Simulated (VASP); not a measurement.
Set up this calculation in VASP 6.6.1, as the native input.

```
Task                    : density of states
Functional              : PBEsol
Potentials or basis     : VASP PAW PBE potentials, release 64 (B)
Cutoff                  : 520 eV
k mesh                  : 25 × 25 × 25
Occupations             : fermi-dirac, width 0.08 eV
Spin                    : no spin polarisation
Dipole correction       : no
k mesh for the DOS      : 38 × 38 × 38
Occupations for the DOS : tetrahedron
Further INCAR settings  : ALGO = Normal; EDIFF = 1e-07
```

Crystal: B.

```
B
1.0
    -1.10073    1.10073    1.10073
     1.10073   -1.10073    1.10073
     1.10073    1.10073   -1.10073
B
1
Cartesian
  0.0000 0.0000 0.0000
```

This cell differs from its parent crystal: volume scaled by 0.88.

These files were run (other wordings do the same):

POSCAR

```
B
1.0
   -1.1007316360      1.1007316360      1.1007316360
    1.1007316360     -1.1007316360      1.1007316360
    1.1007316360      1.1007316360     -1.1007316360
B
1
Direct
    0.0000000000      0.0000000000      0.0000000000
```

INCAR.step1

```
  ALGO = Normal
  EDIFF = 1E-7
  ENCUT = 520
  GGA = PS
  ISIF = 2
  ISMEAR = -1
  LASPH = True
  LCHARG = True
  LREAL = False
  LWAVE = False
  NBANDS = 8
  NELM = 60
  PREC = Accurate
  SIGMA = 0.08
```

KPOINTS.step1

```
k-points
0
Gamma
  25 25 25
```

INCAR.step2

```
  ALGO = Normal
  EDIFF = 1E-7
  ENCUT = 520
  GGA = PS
  ICHARG = 11
  ISIF = 2
  ISMEAR = -5
  LASPH = True
  LCHARG = False
  LORBIT = 10
  LREAL = False
  LWAVE = False
  NEDOS = 2001
  NELM = 60
  PREC = Accurate
  SIGMA = 0.08
```

KPOINTS.step2

```
k-points
0
Gamma
  38 38 38
```

Potentials or basis: VASP PAW PBE potentials, release 64 (B).

Command:

```sh
$ cat potpaw_PBE.64/B/POTCAR > POTCAR
$ cp INCAR.step1 INCAR
$ cp KPOINTS.step1 KPOINTS
$ mpirun -np 1 vasp_std > vasp.out
$ cp INCAR.step2 INCAR
$ cp KPOINTS.step2 KPOINTS
$ mpirun -np 1 vasp_std > vasp.out
```

Results of the run:

- Valence electrons inside the program's atomic spheres: B 1.88

Run time: 120 s on 1 thread of AMD EPYC 7R13 (shared host), peak memory 0.17 GiB.
